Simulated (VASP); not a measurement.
# Pb: relaxation of cell and atoms with RPBE+D3(BJ)

Crystal: Pb.

```
Pb
1.0
     0.00000    2.47502    2.47502
     2.47502    0.00000    2.47502
     2.47502    2.47502    0.00000
Pb
1
Direct
  0.00000 0.00000 0.00000
```

```json
{
  "Program": "VASP 6.6.1",
  "Task": "relaxation of cell and atoms",
  "Functional": "RPBE",
  "Dispersion": "D3(BJ)",
  "Potentials or basis": "VASP PAW PBE potentials, release 64 (Pb_d)",
  "Cutoff": "600 eV",
  "k mesh": "9 × 9 × 9",
  "Occupations": "fermi-dirac, width 0.05 eV",
  "Spin": "no spin polarisation",
  "Dipole correction": "no",
  "Further INCAR settings": "ALGO = Normal; EDIFF = 1e-06; IBRION = 2; EDIFFG = -0.01; NSW = 60; ISIF = 3"
}
```

```
Relaxed volume                         : 22.90 Å³/atom
Relaxed cell                           : a = 3.187 Å, b = 3.187 Å, c = 3.187 Å, α = 60.00°, β = 60.00°, γ = 60.00°
Space group after relaxing (to 0.05 Å) : Fm-3m (No. 225)
Energy gained by relaxing              : 517.3 meV/atom
Ionic steps                            : 7
Pressure after relaxing                : 0.0 GPa
Band gap on the k mesh                 : zero (band 7 reaches 20.73 eV, above the bottom of band 8 at 8.86 eV)
Dispersion energy per atom             : -3.657 eV
```

Step by step:
```csv
step,energy change (eV),largest force (eV/Å),pressure (GPa),volume (Å³)
1,0.0000,0.0000,-16.78,30.32
2,-0.0053,0.0000,44.86,18.41
3,-0.5160,0.0000,-1.43,23.18
4,-0.5172,0.0000,-0.43,22.98
5,-0.5172,0.0000,0.28,22.85
6,-0.5172,0.0000,-0.37,22.97
7,-0.5173,0.0000,0.01,22.90
```

Final structure:
```xyz
1
Lattice="0.0000 2.2539 2.2539 2.2539 0.0000 2.2539 2.2539 2.2539 0.0000" Properties=species:S:1:pos:R:3 pbc="T T T"
Pb    0.0000    0.0000    0.0000
```

Levels at points of the mesh, in eV from the Fermi level:
```
           k point  band 5  band 6  band 7  band 8  band 9  band 10
(0.00, 0.00, 0.00)  -17.18  -14.00    9.72    9.78    9.78     9.78
```

Run time: 32 s on 1 thread of AMD EPYC 9R45 96-Core Processor (Zen 5) (shared host), peak memory 0.15 GiB.

The cell as given is a measured one (30.32 Å³/atom); RPBE+D3(BJ) puts the equilibrium volume -24.5 % from it, thermal expansion not counted.

Caveat: the volume moved by over 15 % at a fixed basis, so the end points are rough; the PAW data sets were made with another functional, which shifts forces and pressure a little; spin-orbit coupling is left out, which moves the levels of the heavy elements; the volume moved by -24 % from the deposited cell, more than functionals usually miss; pairwise dispersion overbinds metals, which lowers pressure and volume.
